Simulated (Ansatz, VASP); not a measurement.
## One calculation of BN, two programs

File POSCAR:

```
BN
1.0
    0.0000000000      1.8048137558      1.8048137558
    1.8048137558      0.0000000000      1.8048137558
    1.8048137558      1.8048137558      0.0000000000
B N
1 1
Direct
   -0.0831110687     -0.0831110687      0.0831110687
    0.7500000000      0.7500000000      0.7500000000
```

Contents of INCAR.step1:

```
PREC = Accurate
ENCUT = 520
ISMEAR = 0
SIGMA = 0.05
LREAL = False
LASPH = True
NELM = 60
NBANDS = 11
GGA = PE
ALGO = Normal
EDIFF = 1E-4
LWAVE = True
LCHARG = False
```

Contents of INCAR.step2:

```
PREC = Accurate
ENCUT = 520
EDIFF = 1E-6
ISMEAR = 0
SIGMA = 0.05
LREAL = False
LASPH = True
NELM = 60
ALGO = Normal
ISIF = 2
LWAVE = False
LCHARG = False
METAGGA = R2SCAN
LMIXTAU = True
NBANDS = 11
ISTART = 1
```

KPOINTS

```
regular mesh
0
Gamma
  12 12 12
```

Input for Ansatz:

```yaml
crystal:
  lattice:
    - [0.0, 1.8048137558, 1.8048137558]
    - [1.8048137558, 0.0, 1.8048137558]
    - [1.8048137558, 1.8048137558, 0.0]
  atoms:
    - { symbol: B, position: [-0.0831110687, -0.0831110687, 0.0831110687] }
    - { symbol: "N", position: [0.75, 0.75, 0.75] }
basis:
  ecutwfc: 500
kpoints:
  mp_grid: { grid: [12, 12, 12] }
hamiltonian:
  xc: r2scan
scf:
  occupations: { method: gaussian, width: 0.05 }
output:
  forces: true
  stress: true
  eigenvalues: true
  write_density: true
  write_potential: true
  elf: true
  volumetric_format: npy
```

Change from the starting cell: all B atoms moved -0.300 Å, as atom 1 along Cartesian [0 0 1].

Alike in both runs: task single point; functional r2SCAN; k mesh 12 × 12 × 12; occupations gaussian, width 0.05 eV; no spin polarisation.

```csv
,VASP,Ansatz
version,VASP 6.6.1,Ansatz 0.2.0
potentials or method,"VASP PAW PBE potentials, release 64 (B, N), cutoff 520 eV","scalar-relativistic, plane waves, PAW"
valence electrons in the cell,8,8
```

Ansatz gave:

```
gap on the k mesh at the Fermi level (eV)                     : 2.59
least direct gap on the mesh (eV)                             : 7.18
pressure (GPa)                                                : 25.2
traceless stress, the component that is largest in VASP (GPa) : -7.06
rms of the force components (eV/Å)                            : 3.448
```

**Question.** Which values does VASP return?

**Answer.** gap on the k mesh at the Fermi level (eV): 2.59; least direct gap on the mesh (eV): 7.17; pressure (GPa): 26.0; traceless stress, the component that is largest in VASP (GPa): -7.33; rms of the force components (eV/Å): 3.437.

VASP's potentials were made for PBE, not for r2SCAN. Atom by atom the forces differ by 0.011 eV/Å (rms over components).
